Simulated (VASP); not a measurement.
# Ca2Pd (fluorite type) (Fm-3m) in VASP: notebook

Runs on Ca2Pd (fluorite type). Level: PBEsol. Tasks: single point.

All numbers are computed with VASP 6.6.1; they aren't measurements. Logs are shortened: lines on timing, memory, paths and dates and some standing lists are left out, and cuts for length are marked.

## 1. The cell of the first run

The structure is cubic, space group Fm-3m (No. 225). The conventional cell has a = 5.521 Å, b = 5.521 Å, c = 5.521 Å, α = 90.00°, β = 90.00°, γ = 90.00°. Pd (site symmetry m-3m) has 8 Ca at 2.39 Å within 3.2 Å. Within 3.2 Å of Ca (site symmetry -43m) lie 4 Pd at 2.39 Å and 6 Ca at 2.76 Å.

## 2. Single point, PBEsol (volume scaled by 0.5)

The input, INCAR:

```
PREC = Accurate ; ENCUT = 500
EDIFF = 1E-6 ; ISMEAR = -1
SIGMA = 0.05 ; LREAL = False
LASPH = True ; NELM = 120
ALGO = Normal ; ISIF = 2
LWAVE = False ; LCHARG = False
GGA = PS ; NBANDS = 22
GGA_COMPAT = False
```

The input, KPOINTS:

```
regular mesh
0
Gamma
  9 9 9
```

The input, POSCAR:

```
Ca2Pd
1.0
    0.0000000000      2.7603435265      2.7603435265
    2.7603435265      0.0000000000      2.7603435265
    2.7603435265      2.7603435265      0.0000000000
Pd Ca
1 2
Direct
    0.0000000000      0.0000000000      0.0000000000
    0.2500000000      0.2500000000      0.2500000000
    0.7500000000      0.7500000000      0.7500000000
```

Potentials or basis: VASP PAW PBE potentials, release 64 (Pd, Ca_sv).

Command:

```sh
$ cat potpaw_PBE.64/Pd/POTCAR potpaw_PBE.64/Ca_sv/POTCAR > POTCAR
$ mpirun -np 1 vasp_std > vasp.out
```

OUTCAR:

```text
PREC = Accurate
   ENCUT = 500
   EDIFF = 1E-6
   ISMEAR = -1
   LREAL = False
   LASPH = True
   NELM = 120
   ISIF = 2
   GGA = PS

 ion  position               nearest neighbor table
   1  0.000  0.000  0.000-   3 2.39   3 2.39   3 2.39   2 2.39   3 2.39   2 2.39   2 2.39   2 2.39

   2  0.250  0.250  0.250-   1 2.39   1 2.39   1 2.39   1 2.39   3 2.76   3 2.76   3 2.76   3 2.76
                             3 2.76   3 2.76
   3  0.750  0.750  0.750-   1 2.39   1 2.39   1 2.39   1 2.39   2 2.76   2 2.76   2 2.76   2 2.76
                             2 2.76   2 2.76

  LATTYP: Found a face centered cubic cell.
 ALAT       =     5.5206870530

  Lattice vectors:

 A1 = (   0.0000000000,   2.7603435265,   2.7603435265)
 A2 = (   2.7603435265,   0.0000000000,   2.7603435265)
 A3 = (   2.7603435265,   2.7603435265,   0.0000000000)

Analysis of symmetry for initial positions (statically):
=====================================================================
 Subroutine PRICEL returns:
 Original cell was already a primitive cell.

 Routine SETGRP: Setting up the symmetry group for a
 face centered cubic supercell.

 Subroutine GETGRP returns: Found 48 space group operations
 (whereof 48 operations were pure point group operations)
 out of a pool of 48 trial point group operations.

The static configuration has the point symmetry O_h .

Analysis of symmetry for dynamics (positions and initial velocities):
=====================================================================
 Subroutine PRICEL returns:
 Original cell was already a primitive cell.

 Routine SETGRP: Setting up the symmetry group for a
 face centered cubic supercell.

 Subroutine GETGRP returns: Found 48 space group operations
 (whereof 48 operations were pure point group operations)
 out of a pool of 48 trial point group operations.

The dynamic configuration has the point symmetry O_h .

 Subroutine INISYM returns: Found 48 space group operations
 (whereof 48 operations are pure point group operations),
 and found     1 'primitive' translations

----------------------------------------------------------------------------------------

                                     Primitive cell

  volume of cell :      42.0649

  direct lattice vectors                    reciprocal lattice vectors
     0.000000000  2.760343526  2.760343526    -0.181136875  0.181136875  0.181136875
     2.760343526  0.000000000  2.760343526     0.181136875 -0.181136875  0.181136875
     2.760343526  2.760343526  0.000000000     0.181136875  0.181136875 -0.181136875

  length of vectors
     3.903715252  3.903715252  3.903715252     0.313738270  0.313738270  0.313738270

  position of ions in fractional coordinates (direct lattice)
     0.000000000  0.000000000  0.000000000
     0.250000000  0.250000000  0.250000000
     0.750000000  0.750000000  0.750000000

  ion indices of the primitive-cell ions
   primitive index   ion index
                 1           1
                 2           2
                 3           3

----------------------------------------------------------------------------------------

 KPOINTS: regular mesh

Automatic generation of k-mesh.
 Grid dimensions read from file:
 generate k-points for:    9    9    9

 Generating k-lattice:

  Cartesian coordinates                     Fractional coordinates (reciprocal lattice)
    -0.020126319  0.020126319  0.020126319     0.111111111  0.000000000  0.000000000
     0.020126319 -0.020126319  0.020126319     0.000000000  0.111111111  0.000000000
     0.020126319  0.020126319 -0.020126319     0.000000000  0.000000000  0.111111111

  Length of vectors
     0.034859808  0.034859808  0.034859808

  Shift w.r.t. Gamma in fractional coordinates (k-lattice)
     0.000000000  0.000000000  0.000000000

 Subroutine IBZKPT returns following result:
 ===========================================

 Found     35 irreducible k-points:

 Following reciprocal coordinates:
            Coordinates               Weight
  0.000000  0.000000  0.000000      1.000000
  0.111111  0.000000  0.000000      8.000000
  0.222222  0.000000  0.000000      8.000000
  0.333333  0.000000  0.000000      8.000000
  0.444444  0.000000  0.000000      8.000000
  0.111111  0.111111  0.000000      6.000000
[... 16 lines left out ...]
 -0.333333  0.333333  0.000000     12.000000
  0.444444  0.444444  0.000000      6.000000
 [... further k-points ...]
   k-points           NKPTS =     35   k-points in BZ     NKDIM =     35   number of bands    NBANDS=     22
   number of dos      NEDOS =    301   number of ions     NIONS =      3
   total plane-waves  NPLWV =  21952
   dimension x,y,z NGX =    28 NGY =   28 NGZ =   28
   dimension x,y,z NGXF=    56 NGYF=   56 NGZF=   56
   ions per type =               1   2
   NGX,Y,Z   is equivalent  to a cutoff of  11.92, 11.92, 11.92 a.u.
   NGXF,Y,Z  is equivalent  to a cutoff of  23.85, 23.85, 23.85 a.u.
 SYSTEM =  unknown system
   PREC   = accura    normal or accurate (medium, high low for compatibility)
   ISTART =      0    job   : 0-new  1-cont  2-samecut
   ICHARG =      2    charge: 1-file 2-atom 10-const
   ISPIN  =      1    spin polarized calculation?
   LNONCOLLINEAR =      F non collinear calculations
   LSORBIT =      F    spin-orbit coupling
   LASPH  =      T    aspherical Exc in radial PAW
   ENCUT  =  500.0 eV  36.75 Ry    6.06 a.u.   7.12  7.12  7.12*2*pi/ulx,y,z
   NELM   =    120;   NELMIN=  2; NELMDL= -5     # of ELM steps
   EDIFF  = 0.1E-05   stopping-criterion for ELM
   LREAL  =      F    real-space projection
   EDIFFG = 0.1E-04   stopping-criterion for IOM
   NSW    =      0    number of steps for IOM
   IBRION =     -1    ionic relax: 0-MD 1-quasi-New 2-CG
   NFREE  =      0    steps in history (QN), initial steepest desc. (CG)
   ISIF   =      2    stress and relaxation
   ISYM   =      2    0-nonsym 1-usesym 2-fastsym
   POTIM  = 0.5000    time-step for ionic-motion
   TEBEG  =    0.0;   TEEND  =   0.0 temperature during run
   PSTRESS=    0.0 pullay stress
   NELECT =      30.0000    total number of electrons
   NUPDOWN=      -1.0000    fix difference up-down
   EMIN   =  10.00;   EMAX   =-10.00  energy-range for DOS
   EFERMI =   0.00;   METHOD = LEGACY
   ISMEAR =    -1;   SIGMA  =   0.05  broadening in eV -4-tet -1-fermi 0-gaus
   EFERMI_NEDOS =   21; number of points for ismear=-14 and -15
   IALGO  =     38    algorithm
   IMIX   =      4    mixing-type and parameters
     AMIX     =   0.40;   BMIX     =  1.00
     AMIX_MAG =   1.60;   BMIX_MAG =  1.00
  volume/ion in A,a.u.               =      14.02        94.62
  Fermi-wavevector in a.u.,A,eV,Ry     =   1.462656  2.764019 29.107784  2.139362
  Thomas-Fermi vector in A             =   2.578843
   LORBIT       =      0    0 simple, 1 ext, 2 COOP (PROOUT), +10 PAW based schemes
   GGA     = PS    functional components
   LHFCALC =     F    Hartree Fock is set to
   AEXX    =    0.0000 exact exchange contribution
   IVDW    =     0    specifies the selected vdW correction
   LEPSILON=     F    determine dielectric tensor
   LRPA    =     F    only Hartree local field effects (RPA)
 non-spin polarized calculation
  energy-cutoff  :      500.00
  volume of cell :       42.06
 maximum number of plane-waves:      1080
   NGX = 15   NGY = 15   NGZ = 15

 number of electron      29.9999992 magnetization

 Free energy of the ion-electron system (eV)
  ---------------------------------------------------
  ext. energy  EPLUGINS =         0.00000000
  ---------------------------------------------------
  free energy    TOTEN  =        -3.86593887 eV

  energy without entropy =       -3.85703247  energy(sigma->0) =       -3.86148567

 E-fermi :   9.8036     XC(G=0): -12.6189

 val. band max:        9.7849600830   @ k =  -0.3333   0.4444   0.1111
 cond. band min:       9.8282132374   @ k =  -0.1111   0.1111   0.0000
 fundamental gap:      0.0432531544
 Fermi energy:         9.8036497182

 k-point     1 :       0.0000    0.0000    0.0000
  band No.  band energies     occupation
      1     -30.8199      2.00000
      2     -29.9481      2.00000
      3     -12.5647      2.00000
      4     -12.5647      2.00000
      5     -12.5647      2.00000
      6     -11.0800      2.00000
[... 14 lines left out ...]
     21      17.5365      0.00000
     22      17.5365      0.00000

 k-point     2 :       0.1111    0.0000    0.0000
  band No.  band energies     occupation
      1     -30.7903      2.00000
      2     -29.9751      2.00000
      3     -12.5250      2.00000
      4     -12.5250      2.00000
      5     -12.5097      2.00000
      6     -11.1695      2.00000
[... 14 lines left out ...]
     21      17.2126      0.00000
     22      17.2126      0.00000

 k-point     3 :       0.2222    0.0000    0.0000
  band No.  band energies     occupation
      1     -30.7072      2.00000
      2     -30.0511      2.00000
      3     -12.4106      2.00000
      4     -12.4106      2.00000
      5     -12.3683      2.00000
      6     -11.3927      2.00000
[... 14 lines left out ...]
     21      16.3563      0.00000
     22      16.3563      0.00000

 k-point     4 :       0.3333    0.0000    0.0000
  band No.  band energies     occupation
      1     -30.5861      2.00000
      2     -30.1634      2.00000
      3     -12.2354      2.00000
      4     -12.2354      2.00000
      5     -12.1961      2.00000
      6     -11.6488      2.00000
[... 14 lines left out ...]
     21      15.2544      0.00000
     22      15.2544      0.00000

 k-point     5 :       0.4444    0.0000    0.0000
  band No.  band energies     occupation
      1     -30.4465      2.00000
      2     -30.2966      2.00000
      3     -12.0441      2.00000
      4     -12.0311      2.00000
      5     -12.0311      2.00000
      6     -11.8512      2.00000
[... 417 lines left out ...]
 k-point    22 :      -0.4444    0.3333    0.0000
  band No.  band energies     occupation
      1     -30.4306      2.00000
      2     -30.2881      2.00000
      3     -12.9623      2.00000
      4     -12.5267      2.00000
      5     -12.4531      2.00000
      6     -11.2209      2.00000
[... 14 lines left out ...]
     21      14.2613      0.00000
     22      15.4489      0.00000

 k-point    23 :      -0.3333    0.3333    0.0000
  band No.  band energies     occupation
      1     -30.3666      2.00000
      2     -30.3562      2.00000
      3     -12.9021      2.00000
      4     -12.4190      2.00000
      5     -12.2729      2.00000
      6     -11.4414      2.00000
[... 14 lines left out ...]
     21      14.0889      0.00000
     22      14.9224      0.00000

 k-point    24 :       0.4444    0.4444    0.0000
  band No.  band energies     occupation
      1     -30.4859      2.00000
      2     -30.2288      2.00000
      3     -13.0654      2.00000
      4     -12.6066      2.00000
      5     -12.6066      2.00000
      6     -11.0193      2.00000
[... 14 lines left out ...]
     21      14.4381      0.00000
     22      14.4381      0.00000

 [... further k-points ...]
[... 5 lines left out ...]
  --------------------------------------------------------------------------------------
  -------------------------------------------------------------------------------------
  Total       27.4016991     27.4016991     27.4016991     -0.0000000      0.0000000     -0.0000000
  in kB     1043.6831648   1043.6831648   1043.6831648     -0.0000000      0.0000000     -0.0000000
  external PRESSURE =    1043.6831648 kB  Pullay stress =       0.0000000 kB

 VOLUME and BASIS-vectors are now :
 -----------------------------------------------------------------------------
  energy-cutoff  :      500.00
  volume of cell :       42.06
      direct lattice vectors                 reciprocal lattice vectors
     0.000000000  2.760343526  2.760343526    -0.181136875  0.181136875  0.181136875
     2.760343526  0.000000000  2.760343526     0.181136875 -0.181136875  0.181136875
     2.760343526  2.760343526  0.000000000     0.181136875  0.181136875 -0.181136875

 POSITION                                       TOTAL-FORCE (eV/Angst)
 -----------------------------------------------------------------------------------
      0.00000      0.00000      0.00000        -0.000000      0.000000     -0.000000
      1.38017      1.38017      1.38017         0.000000      0.000000      0.000000
      4.14052      4.14052      4.14052        -0.000000     -0.000000     -0.000000
 -----------------------------------------------------------------------------------
    total drift:                                0.000000      0.000000      0.000000

  FREE ENERGIE OF THE ION-ELECTRON SYSTEM (eV)
  ---------------------------------------------------
  free  energy   TOTEN  =        -3.8659388702 eV

  energy  without entropy=       -3.8570324650  energy(sigma->0) =       -3.86148567
```

Wall time 26 s (1 thread of Intel Xeon Platinum 8259CL at 2.50GHz (Skylake/Cascade Lake), shared host); peak memory 0.17 GiB.

What came out:

- Free energy: -3.8659 eV
- Pressure: 104.4 GPa
- Band gap on the k mesh: zero (band 15 reaches 10.12 eV, above the bottom of band 16 at 8.97 eV)

Caveat: the PAW data sets were made with another functional, which shifts forces and pressure a little.

## 3. Single point, PBEsol (volume scaled by 0.6)

The input, INCAR:

```
SYSTEM = Ca2Pd
PREC = Accurate
ENCUT = 500
EDIFF = 1E-6
ISMEAR = -1
SIGMA = 0.05
LREAL = .False.
LASPH = .True.
NELM = 120
ALGO = Normal
ISIF = 2
LWAVE = .False.
LCHARG = .False.
GGA = PS
NBANDS = 22
GGA_COMPAT = .False.
```

The input, KPOINTS:

```
regular mesh
0
Gamma
  9 9 9
  0 0 0
```

The input, POSCAR:

```
Ca2Pd
1.0
    0.0000000000      2.9333027023      2.9333027023
    2.9333027023      0.0000000000      2.9333027023
    2.9333027023      2.9333027023      0.0000000000
Pd Ca
1 2
Direct
    0.0000000000      0.0000000000      0.0000000000
    0.2500000000      0.2500000000      0.2500000000
    0.7500000000      0.7500000000      0.7500000000
```

Potentials or basis: VASP PAW PBE potentials, release 64 (Pd, Ca_sv).

Command:

```sh
$ cat potpaw_PBE.64/Pd/POTCAR potpaw_PBE.64/Ca_sv/POTCAR > POTCAR
$ mpirun -np 1 vasp_std > vasp.out
```

Wall time 35 s (1 thread of Intel Xeon Platinum 8259CL at 2.50GHz (Skylake/Cascade Lake), shared host); peak memory 0.19 GiB.

The run converged. Its results:

```
Free energy            : -7.8617 eV
Pressure               : 53.7 GPa
Band gap on the k mesh : zero (band 15 reaches 7.93 eV, above the bottom of band 16 at 7.45 eV)
```

Levels at points of the mesh, in eV from the Fermi level:
```
           k point  band 12  band 13  band 14  band 15  band 16  band 17  band 18  band 19
(0.00, 0.00, 0.00)    -4.11    -4.11    -4.11    -0.30    -0.30    -0.30     2.50     2.50
```

Caveat: the PAW data sets were made with another functional, which shifts forces and pressure a little.

(Part 1 of 2 ends here.)
